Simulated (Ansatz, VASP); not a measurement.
## Two plane-wave programs on YbH3

File INCAR:

```
SYSTEM = YbH3
PREC = Accurate
ENCUT = 600
EDIFF = 1E-7
ISMEAR = 1
SIGMA = 0.01
LREAL = .False.
LASPH = .True.
NELM = 200
ALGO = Normal
ISIF = 3
LWAVE = .False.
LCHARG = .False.
GGA = RP
IBRION = 2
NSW = 80
EDIFFG = -0.001
GGA_COMPAT = .False.
NELMIN = 4
LMAXMIX = 6
```

File KPOINTS:

```
Automatic mesh
0
Gamma
  10 10 10
  0 0 0
```

POSCAR

```
YbH3
1.0
    0.0000000000      2.6049710000      2.6049710000
    2.6049710000      0.0000000000      2.6049710000
    2.6049710000      2.6049710000      0.0000000000
Yb H
1 3
Direct
    0.0000000000      0.0000000000      0.0000000000
    0.7500000000      0.7500000000      0.7500000000
    0.2500000000      0.2500000000      0.2500000000
    0.5000000000      0.5000000000      0.5000000000
```

Input for Ansatz:

```yaml
crystal:
  lattice:
    bravais: fcc
    a: 5.209942
  space_group: 225
  atoms:
    - { symbol: Yb, position: [0.0, 0.0, 0.0] }
    - { symbol: H, position: [0.25, 0.25, 0.75] }
    - { symbol: H, position: [0.5, 0.0, 0.0] }
  reduce_to_primitive: true
basis:
  ecutwfc: 630.0
  xc_grid: 3
kpoints:
  mp_grid:
    grid: [10, 10, 10]
    shift: [0.0, 0.0, 0.0]
hamiltonian:
  xc: rpbe
  dispersion: none
scf:
  max_iter: 60
  self_checks: high
  occupations:
    method: methfessel_paxton
    width: 0.01
  eigensolver:
    kind: auto
relax:
  f_tol: 0.001
  cell: {}
```

Alike in both runs: task relaxation of cell and atoms; functional RPBE; k mesh 10 × 10 × 10; occupations methfessel-paxton of order 1, width 0.01 eV; no spin polarisation.

```csv
,VASP,Ansatz
version,VASP 6.6.1,Ansatz 0.2.0
potentials or method,"VASP PAW PBE potentials, release 64 (Yb, H), cutoff 600 eV","plane waves, PAW"
valence electrons in the cell,27,27
```

|  | VASP | Ansatz | Ansatz less VASP |
| --- | --- | --- | --- |
| gap on the k mesh at the Fermi level, each at its own relaxed structure (eV) | none | none | - |
| relaxed volume (Å³/atom) | 8.50 | 8.49 | -0.007 |
| relaxed length of the cell vector where the two differ most in proportion (Å) | 3.636 | 3.635 | -0.0010 |

VASP's potentials were made for PBE, not for RPBE. A gap of «none» marks a metal or a gap that the smearing closes.

Spin-orbit coupling is off throughout.
